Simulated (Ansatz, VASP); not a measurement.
## One calculation of MnSn3, two programs

```
Sn Mn
1.0
     0.00000    3.71672    3.71672
     3.71672    0.00000    3.71672
     3.71672    3.71672    0.00000
Sn Mn
3 1
Direct
  0.25000 0.25000 0.25000
  0.75000 0.75000 0.75000
  0.50000 0.50000 0.50000
  0.00000 0.00000 0.00000
```

Alike in both runs: task single point; functional PBE; k mesh 10 × 10 × 10; occupations gaussian, width 0.1 eV; collinear spin.

```csv
,VASP,Ansatz
version,VASP 6.6.1,Ansatz 0.2.0
potentials or method,"VASP PAW PBE potentials, release 64 (Sn_d, Mn_pv), cutoff 520 eV","scalar-relativistic, plane waves, PAW"
valence electrons in the cell,55,57
```

```csv
,VASP,Ansatz,Ansatz less VASP
gap on the k mesh at the Fermi level (eV),none,none,-
pressure (GPa),-1.8,-1.8,+0.06
net moment per atom (μB),1.02,1.02,+0.002
size of the moment on the site where the two differ most (μB),4.02,4.21,+0.187
```

Site moments also hang on the region over which each program counts them. A gap of «none» marks a metal or a gap that the smearing closes. VASP's potentials hold 55 valence electrons a cell and Ansatz's 57, so a difference there can come from the potentials and not from the codes.
